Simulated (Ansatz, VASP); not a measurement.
Rb2HfP6: VASP beside Ansatz

```
CELL_PARAMETERS angstrom
0.00000 4.81782 4.81782
4.81782 0.00000 4.81782
4.81782 4.81782 0.00000
ATOMIC_POSITIONS crystal
P 0.75630 0.24370 0.24370
P 0.24370 0.75630 0.24370
P 0.24370 0.75630 0.75630
P 0.75630 0.24370 0.75630
P 0.24370 0.24370 0.75630
P 0.75630 0.75630 0.24370
Hf 0.00000 0.00000 0.00000
Rb 0.25000 0.25000 0.25000
Rb 0.75000 0.75000 0.75000
```

Alike in both runs: task single point; functional r2SCAN; k mesh 3 × 3 × 3; no spin polarisation.

|  | VASP | Ansatz |
| --- | --- | --- |
| version | VASP 6.6.1 | Ansatz 0.2.0 |
| potentials or method | VASP PAW PBE potentials, release 64 (P, Hf_pv, Rb_sv), cutoff 520 eV | PAW plane waves |
| occupations | fermi-dirac, width 0.1 eV | fermi-dirac |
| valence electrons in the cell | 58 | 74 |

```csv
,VASP,Ansatz,Ansatz less VASP
gap on the k mesh at the Fermi level (eV),none,none,-
pressure (GPa),5.0,4.8,-0.24
rms of the force components (eV/Å),0.902,0.866,-0.0361
```

VASP's potentials were made for PBE, not for r2SCAN. Atom by atom the forces differ by 0.036 eV/Å (rms over components). A gap of «none» marks a metal or a gap that the smearing closes. VASP's potentials hold 58 valence electrons a cell and Ansatz's 74, so a difference there can come from the potentials and not from the codes.

The k mesh is coarse, so the values compare programs but aren't converged. Spin-orbit coupling is off throughout.
